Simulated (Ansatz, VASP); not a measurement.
**ZrO2 in VASP and in Ansatz**

INCAR

```
SYSTEM = ZrO2
PREC     = Accurate       ! precision mode
ENCUT    = 600            ! plane-wave cutoff, eV
EDIFF    = 1E-6           ! SCF threshold, eV
ISMEAR   = 0              ! smearing method
SIGMA    = 0.02           ! smearing width, eV
LREAL    = .False.        ! projectors in reciprocal space
LASPH    = .True.         ! aspherical terms in the spheres
NELM     = 120            ! most SCF steps
ALGO     = Normal         ! electronic algorithm
ISIF     = 2              ! what is computed and relaxed
LWAVE    = .False.        ! write WAVECAR
LCHARG   = .False.        ! write CHGCAR
GGA      = PE             ! functional
NBANDS   = 19             ! bands
GGA_COMPAT= .False.
```

KPOINTS

```
Automatic mesh
0
Gamma
  8 8 8
  0 0 0
```

POSCAR

```
ZrO2
1.0
    0.0000000000      2.5579375646      2.5579375646
    2.5579375646      0.0000000000      2.5579375646
    2.5579375646      2.5579375646      0.0000000000
Zr O
1 2
Direct
    0.0000000000      0.0000000000      0.0000000000
    0.2500000000      0.2500000000      0.2500000000
    0.7500000000      0.7500000000      0.7500000000
```

Input for Ansatz:

```yaml
crystal:
  lattice:
    - [0.0, 2.5579375646, 2.5579375646]
    - [2.5579375646, 0.0, 2.5579375646]
    - [2.5579375646, 2.5579375646, 0.0]
  atoms:
    - { symbol: Zr, position: [0.0, 0.0, 0.0] }
    - { symbol: O, position: [0.25, 0.25, 0.25] }
    - { symbol: O, position: [0.75, 0.75, 0.75] }
basis:
  ecutwfc: 420
kpoints:
  mp_grid: { grid: [8, 8, 8] }
  band_path:
    path:
      - [[0.0, 0.0, 0.0], [0.5, 0.0, 0.5], [0.625, 0.25, 0.625]]
      - [[0.375, 0.375, 0.75], [0.0, 0.0, 0.0], [0.5, 0.5, 0.5], [0.5, 0.25, 0.75], [0.5, 0.0, 0.5]]
    npoints: 10
hamiltonian:
  xc: pbe
  pseudopotentials: { kind: paw, azcp: { folder: soft_1 } }
scf:
  occupations: { method: gaussian, width: 0.02 }
  n_extra_bands: 7
output:
  forces: true
  stress: true
  eigenvalues: true
  write_density: true
  write_potential: true
  elf: true
  volumetric_format: npy
```

Alike in both runs: task single point; functional PBE; k mesh 8 × 8 × 8; occupations gaussian, width 0.02 eV; no spin polarisation.

```csv
,VASP,Ansatz
version,VASP 6.6.1,Ansatz 0.2.0
potentials or method,"VASP PAW PBE potentials, release 64 (Zr_sv, O), cutoff 600 eV","scalar-relativistic, plane waves, PAW"
valence electrons in the cell,24,24
```

VASP gave:

* gap on the k mesh at the Fermi level (eV): 3.31
* least direct gap on the mesh (eV): 3.74
* pressure (GPa): 0.1

Problem. Estimate Ansatz's values.

Solution. gap on the k mesh at the Fermi level (eV): 3.32; least direct gap on the mesh (eV): 3.75; pressure (GPa): 0.0.

With one functional, cell and mesh, what is left measures potentials, basis and numerics.
